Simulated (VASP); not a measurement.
Here is a VASP 6.6.1 calculation.

File INCAR:

```
PREC = Accurate
ENCUT = 520
EDIFF = 1E-6
ISMEAR = -1
SIGMA = 0.02
LREAL = F
LASPH = T
NELM = 200
ALGO = Normal
ISIF = 2
LWAVE = F
LCHARG = F
ISPIN = 2
MAGMOM = 1 1
LORBIT = 11
GGA = CA
NBANDS = 17
GGA_COMPAT = F
NELMDL = -8
```

KPOINTS

```
Automatic mesh
0
Gamma
  1 1 1
```

File POSCAR:

```
O
1.0
    9.0000000000      0.0000000000      0.0000000000
    0.0000000000      9.5000000000      0.0000000000
    0.0000000000      0.0000000000     10.0000000000
O
2
Direct
    0.5000000000      0.5000000000      0.4400106390
    0.5000000000      0.5000000000      0.5599893610
```

Potentials or basis: VASP PAW LDA potentials, release 64 (O).

Command:

```sh
$ cat potpaw_LDA.64/O/POTCAR > POTCAR
$ mpirun -np 1 vasp_gam > vasp.out
```

Estimate the site moments.

O +0.80 μB.

Predict the net moment.

2.00 μB per cell.

What does it give for the gap between the frontier levels?

1.97 eV.

Forces on the atoms (eV/Å):
```
O    0.000  0.000 -1.788
O    0.000  0.000  1.788
```

Caveat: the standard files for N, O and F lose accuracy on very short bonds.
